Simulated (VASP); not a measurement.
**Pt: single point with PBEsol**

The system is Pt.

```xyz
2
Lattice="2.6373 0.0000 0.0000 -1.3186 2.2839 0.0000 0.0000 0.0000 4.4688" Properties=species:S:1:pos:R:3 pbc="T T T"
Pt    1.3186    0.7613    3.3516
Pt    0.0000    1.5226    1.1172
```

```json
{
  "Program": "VASP 6.6.1",
  "Task": "single point",
  "Functional": "PBEsol",
  "Potentials or basis": "VASP PAW PBE potentials, release 64 (Pt)",
  "Cutoff": "520 eV",
  "k mesh": "11 × 11 × 6",
  "Occupations": "gaussian, width 0.1 eV",
  "Spin": "no spin polarisation",
  "Dipole correction": "no",
  "Further INCAR settings": "ALGO = Normal; EDIFF = 1e-06; NBANDS = 17"
}
```

```
Pressure               : 44.8 GPa
Band gap on the k mesh : zero (band 10 reaches 13.88 eV, above the bottom of band 11 at 12.35 eV)
```

Stress tensor (GPa, compression positive):
```
44.88  0.00  0.00
 0.00 44.88  0.00
 0.00  0.00 44.66
```

Levels at points of the mesh, in eV from the Fermi level:
| k point | band 8 | band 9 | band 10 | band 11 | band 12 | band 13 |
| --- | --- | --- | --- | --- | --- | --- |
| (0.00, 0.00, 0.00) | -2.57 | -2.57 | -1.35 | -0.32 | -0.32 | 6.12 |
| (0.00, 0.00, 0.50) | -4.46 | -1.07 | -1.07 | -1.07 | -1.07 | 13.26 |

It took 15 s on 1 thread of AMD EPYC 9R14 (Zen 4) (shared host), peak memory 0.12 GiB.

Caveat: the PAW data sets were made with another functional, which shifts forces and pressure a little; spin-orbit coupling is left out, which moves the levels of the heavy elements.
